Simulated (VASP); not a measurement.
Write the native input for VASP 6.6.1 that does the following.

| Item | Value |
| --- | --- |
| Task | single point |
| Functional | PBE |
| Dispersion | D3(BJ) |
| Potentials or basis | VASP PAW PBE potentials, release 64 (Ga_d, As, O, C) |
| Cutoff | 520 eV |
| k mesh | 7 × 5 × 1 |
| Occupations | gaussian, width 0.05 eV |
| Spin | no spin polarisation |
| Dipole correction | yes |
| Further INCAR settings | ALGO = Normal; EDIFF = 1e-06; NBANDS = 42 |

The structure of Ga3As3CO lies in POSCAR:

```
Ga3As3CO
1.0
    4.0137031111      0.0000000000      0.0000000000
    0.0000000000      5.6762333751      0.0000000000
    0.0000000000      0.0000000000     23.3352699083
Ga As O C
3 3 1 1
Direct
    0.5000000000      0.5000000000      0.1714143447
    0.0000000000      0.0653835255      0.2680035048
    0.5000000000      0.4894639609      0.3228546357
    0.0000000000      0.2500000000      0.1714143447
    0.5000000000      0.8102208698      0.2504948966
    0.0000000000      0.2887573198      0.3593388866
    0.5000000000      0.4554239865      0.4964703624
    0.5000000000      0.4554239865      0.5457519865
```

The input as run:

INCAR

```
SYSTEM = Ga3As3CO
PREC = Accurate
ENCUT = 520
EDIFF = 1E-6
ISMEAR = 0
SIGMA = 0.05
LREAL = .FALSE.
LASPH = .TRUE.
NELM = 80
ALGO = Normal
ISIF = 2
LWAVE = .FALSE.
LCHARG = .FALSE.
LDIPOL = .TRUE.
IDIPOL = 3
DIPOL = 0.5 0.5 0.323
GGA = PE
IVDW = 12
NBANDS = 42
```

KPOINTS

```
Automatic mesh
0
G
  7 5 1
  0 0 0
```

Potentials or basis: VASP PAW PBE potentials, release 64 (Ga_d, As, O, C).

Run with:

```sh
$ cat potpaw_PBE.64/Ga_d/POTCAR potpaw_PBE.64/As/POTCAR potpaw_PBE.64/O/POTCAR potpaw_PBE.64/C/POTCAR > POTCAR
$ mpirun -np 1 vasp_std > vasp.out
```

Results of the run:

The largest force is 1.111 eV/Å and the band gap on the k mesh is 0.40 eV, indirect (least direct gap 0.75 eV). The dispersion energy per atom is -0.158 eV.

Run time: 7.2 min on 1 thread of Oxide Virtual Turin-like Processor (shared host), peak memory 0.61 GiB.
